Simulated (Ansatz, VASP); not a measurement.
## TaAs in VASP and in Ansatz

```
CELL_PARAMETERS angstrom
-1.73187 1.73187 5.86776
1.73187 -1.73187 5.86776
1.73187 1.73187 -5.86776
ATOMIC_POSITIONS crystal
Ta 0.50018 0.00018 0.50000
Ta 0.75018 0.75018 0.00000
As 0.08242 0.58242 0.50000
As 0.33242 0.33242 0.00000
```

Alike in both runs: functional PBE; k mesh 18 × 18 × 18; occupations gaussian, width 0.1 eV; no spin polarisation.

Ansatz relaxed the structure, and its values are those at the end. VASP's run is a single point on that final structure, the one shown.

|  | VASP | Ansatz |
| --- | --- | --- |
| version | VASP 6.6.1 | Ansatz 0.2.0 |
| potentials or method | VASP PAW PBE potentials, release 64 (Ta_pv, As) | scalar-relativistic, plane waves |
| plane-wave cutoff (eV) | 520 | 1143 |
| valence electrons in the cell | 32 | 84 |

```tsv
	VASP	Ansatz	Ansatz less VASP
gap on the k mesh at the Fermi level (eV)	none	none	-
pressure (GPa)	0.3	0.0	-0.33
```

A gap of «none» marks a metal or a gap that the smearing closes. VASP's potentials hold 32 valence electrons a cell and Ansatz's 84, so a difference there can come from the potentials and not from the codes.

Spin-orbit coupling is off throughout.
